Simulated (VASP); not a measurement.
# HfC (Fm-3m) in VASP: notebook

Runs on HfC. Level: PBEsol. Tasks: single point.

Everything below comes from runs of VASP 6.6.1. Logs are shortened: lines on timing, memory, paths and dates and some standing lists are left out, and cuts for length are marked.

**1. The cell of the first run**

It takes space group Fm-3m (No. 225, cubic). The conventional cell has a = 4.653 Å, b = 4.653 Å, c = 4.653 Å, α = 90.00°, β = 90.00°, γ = 90.00°. Hf (site symmetry m-3m) has 6 C at 2.33 Å within 3.1 Å. Within 3.1 Å of C (site symmetry m-3m) lie 6 Hf at 2.33 Å.

**2. Single point, PBEsol (12.59 Å³/atom)**

Input file INCAR:

```
SYSTEM = HfC
PREC = Accurate
ENCUT = 520
EDIFF = 1E-7
ISMEAR = 0
SIGMA = 0.1
LREAL = .FALSE.
LASPH = .TRUE.
NELM = 100
ALGO = Normal
ISIF = 2
LWAVE = .FALSE.
LCHARG = .FALSE.
GGA = PS
NBANDS = 14
```

Input file KPOINTS:

```
regular mesh
0
G
  16 16 16
  0 0 0
```

Input file POSCAR:

```
HfC
1.0
    0.0000000000      2.3264703917      2.3264703917
    2.3264703917      0.0000000000      2.3264703917
    2.3264703917      2.3264703917      0.0000000000
Hf C
1 1
Direct
    0.5000000000      0.5000000000      0.5000000000
    0.0000000000      0.0000000000      0.0000000000
```

Potentials or basis: VASP PAW PBE potentials, release 64 (Hf_pv, C).

Started as:

```
$ cat potpaw_PBE.64/Hf_pv/POTCAR potpaw_PBE.64/C/POTCAR > POTCAR
$ mpirun -np 1 vasp_std > vasp.out
```

OUTCAR:

```text
SYSTEM = HfC
   PREC = Accurate
   ENCUT = 520
   EDIFF = 1E-7
   ISMEAR = 0
   LREAL = .FALSE.
   LASPH = .TRUE.
   NELM = 100
   ISIF = 2
   GGA = PS

 ion  position               nearest neighbor table
   1  0.500  0.500  0.500-   2 2.33   2 2.33   2 2.33   2 2.33   2 2.33   2 2.33
   2  0.000  0.000  0.000-   1 2.33   1 2.33   1 2.33   1 2.33   1 2.33   1 2.33

  LATTYP: Found a face centered cubic cell.
 ALAT       =     4.6529407834

  Lattice vectors:

 A1 = (   0.0000000000,   2.3264703917,   2.3264703917)
 A2 = (   2.3264703917,   0.0000000000,   2.3264703917)
 A3 = (   2.3264703917,   2.3264703917,   0.0000000000)

Analysis of symmetry for initial positions (statically):
=====================================================================
 Subroutine PRICEL returns:
 Original cell was already a primitive cell.

 Routine SETGRP: Setting up the symmetry group for a
 face centered cubic supercell.

 Subroutine GETGRP returns: Found 48 space group operations
 (whereof 48 operations were pure point group operations)
 out of a pool of 48 trial point group operations.

The static configuration has the point symmetry O_h .

Analysis of symmetry for dynamics (positions and initial velocities):
=====================================================================
 Subroutine PRICEL returns:
 Original cell was already a primitive cell.

 Routine SETGRP: Setting up the symmetry group for a
 face centered cubic supercell.

 Subroutine GETGRP returns: Found 48 space group operations
 (whereof 48 operations were pure point group operations)
 out of a pool of 48 trial point group operations.

The dynamic configuration has the point symmetry O_h .

 Subroutine INISYM returns: Found 48 space group operations
 (whereof 48 operations are pure point group operations),
 and found     1 'primitive' translations

----------------------------------------------------------------------------------------

                                     Primitive cell

  volume of cell :      25.1839

  direct lattice vectors                    reciprocal lattice vectors
     0.000000000  2.326470392  2.326470392    -0.214917844  0.214917844  0.214917844
     2.326470392  0.000000000  2.326470392     0.214917844 -0.214917844  0.214917844
     2.326470392  2.326470392  0.000000000     0.214917844  0.214917844 -0.214917844

  length of vectors
     3.290125980  3.290125980  3.290125980     0.372248625  0.372248625  0.372248625

  position of ions in fractional coordinates (direct lattice)
     0.500000000  0.500000000  0.500000000
     0.000000000  0.000000000  0.000000000

  ion indices of the primitive-cell ions
   primitive index   ion index
                 1           1
                 2           2

----------------------------------------------------------------------------------------

 KPOINTS: regular mesh

Automatic generation of k-mesh.
 Grid dimensions read from file:
 generate k-points for:   16   16   16

 Generating k-lattice:

  Cartesian coordinates                     Fractional coordinates (reciprocal lattice)
    -0.013432365  0.013432365  0.013432365     0.062500000  0.000000000  0.000000000
     0.013432365 -0.013432365  0.013432365     0.000000000  0.062500000  0.000000000
     0.013432365  0.013432365 -0.013432365     0.000000000  0.000000000  0.062500000

  Length of vectors
     0.023265539  0.023265539  0.023265539

  Shift w.r.t. Gamma in fractional coordinates (k-lattice)
     0.000000000  0.000000000  0.000000000

 Subroutine IBZKPT returns following result:
 ===========================================

 Found    145 irreducible k-points:

 Following reciprocal coordinates:
            Coordinates               Weight
  0.000000  0.000000  0.000000      1.000000
  0.062500  0.000000  0.000000      8.000000
  0.125000  0.000000  0.000000      8.000000
  0.187500  0.000000  0.000000      8.000000
  0.250000  0.000000  0.000000      8.000000
  0.312500  0.000000  0.000000      8.000000
[... 16 lines left out ...]
 -0.125000  0.062500  0.000000     24.000000
 -0.062500  0.062500  0.000000     12.000000
 [... further k-points ...]
   k-points           NKPTS =    145   k-points in BZ     NKDIM =    145   number of bands    NBANDS=     14
   number of dos      NEDOS =    301   number of ions     NIONS =      2
   total plane-waves  NPLWV =  13824
   dimension x,y,z NGX =    24 NGY =   24 NGZ =   24
   dimension x,y,z NGXF=    48 NGYF=   48 NGZF=   48
   ions per type =               1   1
   NGX,Y,Z   is equivalent  to a cutoff of  12.13, 12.13, 12.13 a.u.
   NGXF,Y,Z  is equivalent  to a cutoff of  24.25, 24.25, 24.25 a.u.
 SYSTEM =  HfC
   PREC   = accura    normal or accurate (medium, high low for compatibility)
   ISTART =      0    job   : 0-new  1-cont  2-samecut
   ICHARG =      2    charge: 1-file 2-atom 10-const
   ISPIN  =      1    spin polarized calculation?
   LNONCOLLINEAR =      F non collinear calculations
   LSORBIT =      F    spin-orbit coupling
   LASPH  =      T    aspherical Exc in radial PAW
   ENCUT  =  520.0 eV  38.22 Ry    6.18 a.u.   6.12  6.12  6.12*2*pi/ulx,y,z
   NELM   =    100;   NELMIN=  2; NELMDL= -5     # of ELM steps
   EDIFF  = 0.1E-06   stopping-criterion for ELM
   LREAL  =      F    real-space projection
   EDIFFG = 0.1E-05   stopping-criterion for IOM
   NSW    =      0    number of steps for IOM
   IBRION =     -1    ionic relax: 0-MD 1-quasi-New 2-CG
   NFREE  =      0    steps in history (QN), initial steepest desc. (CG)
   ISIF   =      2    stress and relaxation
   ISYM   =      2    0-nonsym 1-usesym 2-fastsym
   POTIM  = 0.5000    time-step for ionic-motion
   TEBEG  =    0.0;   TEEND  =   0.0 temperature during run
   PSTRESS=    0.0 pullay stress
   NELECT =      14.0000    total number of electrons
   NUPDOWN=      -1.0000    fix difference up-down
   EMIN   =  10.00;   EMAX   =-10.00  energy-range for DOS
   EFERMI =   0.00;   METHOD = LEGACY
   ISMEAR =     0;   SIGMA  =   0.10  broadening in eV -4-tet -1-fermi 0-gaus
   EFERMI_NEDOS =   21; number of points for ismear=-14 and -15
   IALGO  =     38    algorithm
   IMIX   =      4    mixing-type and parameters
     AMIX     =   0.40;   BMIX     =  1.00
     AMIX_MAG =   1.60;   BMIX_MAG =  1.00
  volume/ion in A,a.u.               =      12.59        84.97
  Fermi-wavevector in a.u.,A,eV,Ry     =   1.346098  2.543756 24.653479  1.811980
  Thomas-Fermi vector in A             =   2.473957
   LORBIT       =      0    0 simple, 1 ext, 2 COOP (PROOUT), +10 PAW based schemes
   GGA     = PS    functional components
   LHFCALC =     F    Hartree Fock is set to
   AEXX    =    0.0000 exact exchange contribution
   IVDW    =     0    specifies the selected vdW correction
   LEPSILON=     F    determine dielectric tensor
   LRPA    =     F    only Hartree local field effects (RPA)
 non-spin polarized calculation
 Gauss-broadening in eV      SIGMA  =   0.10
  energy-cutoff  :      520.00
  volume of cell :       25.18
 maximum number of plane-waves:       700
   NGX = 13   NGY = 13   NGZ = 13

 number of electron      14.0000000 magnetization

 Free energy of the ion-electron system (eV)
  ---------------------------------------------------
  ext. energy  EPLUGINS =         0.00000000
  ---------------------------------------------------
  free energy    TOTEN  =       -22.17777059 eV

  energy without entropy =      -22.17555326  energy(sigma->0) =      -22.17666192

 E-fermi :   5.7698     XC(G=0): -12.4112

 val. band max:        5.7521376103   @ k =   0.4375   0.3750   0.0000
 cond. band min:       5.7730335528   @ k =   0.1250   0.1250   0.0000
 fundamental gap:      0.0208959425
 Fermi energy:         5.7698092320

 k-point     1 :       0.0000    0.0000    0.0000
  band No.  band energies     occupation
      1     -23.7190      2.00000
      2     -23.7190      2.00000
      3     -23.7190      2.00000
      4      -6.4872      2.00000
      5       6.8179      0.00000
      6       6.8179      0.00000
      7       6.8179      0.00000
      8       7.1355      0.00000
      9       7.1355      0.00000
     10       7.1355      0.00000
     11       9.1491      0.00000
     12       9.1491      0.00000
     13      12.5990      0.00000
     14      16.7307      0.00000

 k-point     2 :       0.0625    0.0000    0.0000
  band No.  band energies     occupation
      1     -23.7467      2.00000
      2     -23.7217      2.00000
      3     -23.7217      2.00000
      4      -6.3881      2.00000
      5       6.0468      0.00009
      6       6.2914      0.00000
      7       6.2914      0.00000
      8       7.3635      0.00000
      9       7.3635      0.00000
     10       7.6556      0.00000
     11       9.6519      0.00000
     12       9.6519      0.00000
     13      12.8263      0.00000
     14      17.0102      0.00000

 k-point     3 :       0.1250    0.0000    0.0000
  band No.  band energies     occupation
      1     -23.8247      2.00000
      2     -23.7293      2.00000
      3     -23.7293      2.00000
      4      -6.0987      2.00000
      5       4.9836      2.00000
      6       5.4869      1.99994
      7       5.4869      1.99994
      8       7.6988      0.00000
      9       7.6988      0.00000
     10       8.0757      0.00000
     11      10.7242      0.00000
     12      10.7242      0.00000
     13      13.4154      0.00000
     14      17.7867      0.00000
[... 324 lines left out ...]
 k-point    23 :      -0.1250    0.0625    0.0000
  band No.  band energies     occupation
      1     -23.8699      2.00000
      2     -23.7547      2.00000
      3     -23.7261      2.00000
      4      -5.8852      2.00000
      5       4.4202      2.00000
      6       4.9609      2.00000
      7       5.2022      2.00000
      8       7.5825      0.00000
      9       8.2557      0.00000
     10       8.5149      0.00000
     11      10.4970      0.00000
     12      11.8689      0.00000
     13      13.8809      0.00000
     14      18.3313      0.00000

 k-point    24 :      -0.0625    0.0625    0.0000
  band No.  band energies     occupation
      1     -23.7849      2.00000
      2     -23.7372      2.00000
      3     -23.7210      2.00000
      4      -6.2267      2.00000
      5       5.4092      2.00000
      6       5.7186      1.53119
      7       5.8162      0.51206
      8       7.2967      0.00000
      9       7.9665      0.00000
     10       7.9824      0.00000
     11       9.7449      0.00000
     12      10.6499      0.00000
     13      13.2002      0.00000
     14      17.4539      0.00000

 [... further k-points ...]

------------------------ aborting loop because EDIFF is reached ----------------------------------------

  FORCE on cell =-STRESS in cart. coord.  units (eV):
  Direction    XX          YY          ZZ          XY          YZ          ZX
  --------------------------------------------------------------------------------------
  -------------------------------------------------------------------------------------
  Total       -1.1623430     -1.1623430     -1.1623430      0.0000000      0.0000000      0.0000000
  in kB      -73.9472951    -73.9472951    -73.9472951      0.0000000      0.0000000      0.0000000
  external PRESSURE =     -73.9472951 kB  Pullay stress =       0.0000000 kB

 VOLUME and BASIS-vectors are now :
 -----------------------------------------------------------------------------
  energy-cutoff  :      520.00
  volume of cell :       25.18
      direct lattice vectors                 reciprocal lattice vectors
     0.000000000  2.326470392  2.326470392    -0.214917844  0.214917844  0.214917844
     2.326470392  0.000000000  2.326470392     0.214917844 -0.214917844  0.214917844
     2.326470392  2.326470392  0.000000000     0.214917844  0.214917844 -0.214917844

 POSITION                                       TOTAL-FORCE (eV/Angst)
 -----------------------------------------------------------------------------------
      2.32647      2.32647      2.32647        -0.000000     -0.000000     -0.000000
      0.00000      0.00000      0.00000         0.000000      0.000000      0.000000
 -----------------------------------------------------------------------------------
    total drift:                                0.000000     -0.000000      0.000000

  FREE ENERGIE OF THE ION-ELECTRON SYSTEM (eV)
  ---------------------------------------------------
  free  energy   TOTEN  =       -22.1777705857 eV

  energy  without entropy=      -22.1755532622  energy(sigma->0) =      -22.17666192
```

Run time: 46 s. Hardware: 1 thread of Intel Xeon 8259CL, shared host; peak memory 0.18 GiB.

What came out:

| Property | Result |
| --- | --- |
| Free energy | -22.1778 eV |
| Pressure | -7.4 GPa |
| Band gap on the k mesh | zero (bands 7 and 8 overlap by 1.44 eV) |

Levels at points of the mesh, in eV from the Fermi level:
```
           k point  band 4  band 5  band 6  band 7  band 8  band 9  band 10  band 11
(0.00, 0.00, 0.00)  -12.26    1.05    1.05    1.05    1.37    1.37     1.37     3.38
(0.50, 0.00, 0.00)   -8.47   -6.14   -2.96   -2.96    5.30    5.30     5.77     6.53
(0.50, 0.50, 0.00)  -10.33   -2.57   -1.80   -0.06   -0.06    5.31     6.73     6.73
```

Caveat: the cell stands under tension; the PAW data sets were made with another functional, which shifts forces and pressure a little; spin-orbit coupling is left out, which moves the levels of the heavy elements.

**3. Single point, PBEsol (12.96 Å³/atom)**

This run uses another cell than the first one, of 12.96 Å³/atom.

Input file INCAR:

```
SYSTEM = HfC
PREC = Accurate
ENCUT = 520
EDIFF = 1E-6
ISMEAR = 0
SIGMA = 0.1
LREAL = .False.
LASPH = .True.
NELM = 80
ALGO = Normal
ISIF = 2
LWAVE = .False.
LCHARG = .True.
GGA = PS
LELF = .True.
LVHAR = .True.
NBANDS = 14
```

Input file KPOINTS:

```
Automatic mesh
0
Gamma
  16 16 16
  0 0 0
```

Input file POSCAR:

```
HfC
1.0
    0.0000000000      2.3488416717      2.3488416717
    2.3488416717      0.0000000000      2.3488416717
    2.3488416717      2.3488416717      0.0000000000
Hf C
1 1
Direct
    0.5000000000      0.5000000000      0.5000000000
    0.0000000000      0.0000000000      0.0000000000
```

Potentials or basis: VASP PAW PBE potentials, release 64 (Hf_pv, C).

Started as:

```
$ cat potpaw_PBE.64/Hf_pv/POTCAR potpaw_PBE.64/C/POTCAR > POTCAR
$ mpirun -np 1 vasp_std > vasp.out
```

Run time: 75 s. Hardware: 1 thread of Intel Xeon 8259CL, shared host; peak memory 0.2 GiB.

Results (log left out):

* Free energy: -22.1299 eV
* Pressure: -13.5 GPa
* Band gap on the k mesh: zero (bands 7 and 8 overlap by 1.42 eV)

Levels at points of the mesh, in eV from the Fermi level:
```
           k point  band 5  band 6  band 7  band 8  band 9  band 10
(0.00, 0.00, 0.00)    1.03    1.03    1.03    1.35    1.35     1.35
(0.50, 0.00, 0.00)   -6.02   -2.86   -2.86    5.13    5.13     5.59
(0.50, 0.50, 0.00)   -2.59   -1.71   -0.09   -0.09    5.14     6.49
```

Caveat: the cell stands under tension; the PAW data sets were made with another functional, which shifts forces and pressure a little; spin-orbit coupling is left out, which moves the levels of the heavy elements.

**4. Single point, PBEsol (13.45 Å³/atom)**

This run uses another cell than the first one, of 13.45 Å³/atom.

Input file INCAR:

```
SYSTEM = HfC
ALGO     = Normal         ! electronic algorithm
EDIFF    = 1E-7           ! SCF threshold, eV
ENCUT    = 520            ! plane-wave cutoff, eV
GGA      = PS             ! functional
ISIF     = 2              ! what is computed and relaxed
ISMEAR   = 0              ! smearing method
LASPH    = .TRUE.         ! aspherical terms in the spheres
LCHARG   = .FALSE.        ! write CHGCAR
LREAL    = .FALSE.        ! projectors in reciprocal space
LWAVE    = .FALSE.        ! write WAVECAR
NBANDS   = 14             ! bands
NELM     = 60             ! most SCF steps
PREC     = Accurate       ! precision mode
SIGMA    = 0.1            ! smearing width, eV
```

Input file KPOINTS:

```
k-points
0
G
  16 16 16
  0 0 0
```

Input file POSCAR:

```
HfC
1.0
    0.0000000000      2.3780228129      2.3780228129
    2.3780228129      0.0000000000      2.3780228129
    2.3780228129      2.3780228129      0.0000000000
Hf C
1 1
Direct
    0.5000000000      0.5000000000      0.5000000000
    0.0000000000      0.0000000000      0.0000000000
```

Potentials or basis: VASP PAW PBE potentials, release 64 (Hf_pv, C).

Started as:

```
$ cat potpaw_PBE.64/Hf_pv/POTCAR potpaw_PBE.64/C/POTCAR > POTCAR
$ mpirun -np 1 vasp_std > vasp.out
```

OUTCAR:

```text
SYSTEM = HfC
   EDIFF = 1E-7
   ENCUT = 520
   GGA = PS
   ISIF = 2
   ISMEAR = 0
   LASPH = .TRUE.
   LREAL = .FALSE.
   NELM = 60
   PREC = Accurate

 ion  position               nearest neighbor table
   1  0.500  0.500  0.500-   2 2.38   2 2.38   2 2.38   2 2.38   2 2.38   2 2.38
   2  0.000  0.000  0.000-   1 2.38   1 2.38   1 2.38   1 2.38   1 2.38   1 2.38

  LATTYP: Found a face centered cubic cell.
 ALAT       =     4.7560456258

  Lattice vectors:

[... 597 lines left out ...]

  FORCE on cell =-STRESS in cart. coord.  units (eV):
  Direction    XX          YY          ZZ          XY          YZ          ZX
  --------------------------------------------------------------------------------------
  -------------------------------------------------------------------------------------
  Total       -3.3984552     -3.3984552     -3.3984552      0.0000000      0.0000000     -0.0000000
  in kB     -202.4482777   -202.4482777   -202.4482777      0.0000000      0.0000000     -0.0000000
  external PRESSURE =    -202.4482777 kB  Pullay stress =       0.0000000 kB

 VOLUME and BASIS-vectors are now :
 -----------------------------------------------------------------------------
  energy-cutoff  :      520.00
  volume of cell :       26.90
      direct lattice vectors                 reciprocal lattice vectors
     0.000000000  2.378022813  2.378022813    -0.210258706  0.210258706  0.210258706
     2.378022813  0.000000000  2.378022813     0.210258706 -0.210258706  0.210258706
     2.378022813  2.378022813  0.000000000     0.210258706  0.210258706 -0.210258706

 POSITION                                       TOTAL-FORCE (eV/Angst)
 -----------------------------------------------------------------------------------
      2.37802      2.37802      2.37802        -0.000000     -0.000000     -0.000000
      0.00000      0.00000      0.00000         0.000000      0.000000      0.000000
 -----------------------------------------------------------------------------------
    total drift:                                0.000000      0.000000      0.000000

  FREE ENERGIE OF THE ION-ELECTRON SYSTEM (eV)
  ---------------------------------------------------
  free  energy   TOTEN  =       -22.0265762439 eV

  energy  without entropy=      -22.0245781600  energy(sigma->0) =      -22.02557720
```

stdout:

```text
POSCAR found type information on POSCAR HfC
 POSCAR found :  2 types and       2 ions
 scaLAPACK will be used
 -----------------------------------------------------------------------------
|                                                                             |
|                                                                             |
|     You enforced a specific xc type in the INCAR file but a different       |
|     I HOPE YOU KNOW WHAT YOU ARE DOING!                                     |
|                                                                             |
 -----------------------------------------------------------------------------

 LDA part: xc-table for (Slater+PW92), standard interpolation
 POSCAR, INCAR and KPOINTS ok, starting setup
 FFT: planning ... GRIDC
 FFT: planning ... GRID_SOFT
 FFT: planning ... GRID
 WAVECAR not read
 entering main loop
```

Run time: 78 s. Hardware: 1 thread of Intel Xeon 8259CL, shared host; peak memory 0.2 GiB.

Results:

| Quantity | Value |
| --- | --- |
| Free energy | -22.0266 eV |
| Pressure | -20.2 GPa |
| Band gap on the k mesh | zero (bands 7 and 8 overlap by 1.40 eV) |

Caveat: the cell stands under tension; the PAW data sets were made with another functional, which shifts forces and pressure a little; spin-orbit coupling is left out, which moves the levels of the heavy elements.

**5. The runs side by side**

```tsv
cell	gap on the mesh (eV)	pressure (GPa)
a = 3.290 Å, angles 60.0°, 2 atoms	none	-7.4
a = 3.322 Å, angles 60.0°, 2 atoms	none	-13.5
a = 3.363 Å, angles 60.0°, 2 atoms	none	-20.2
```

Alike in all rows: task single point; level PBEsol; potentials or basis VASP PAW PBE potentials, release 64 (Hf_pv, C); no spin polarisation; k mesh 16 × 16 × 16; cutoff (eV) 520; smearing gaussian 0.1 eV.

Caveats: the cell stands under tension; the PAW data sets were made with another functional, which shifts forces and pressure a little; spin-orbit coupling is left out, which moves the levels of the heavy elements.

Total energies depend on the potentials used, so only differences within one code and one set of settings carry meaning.
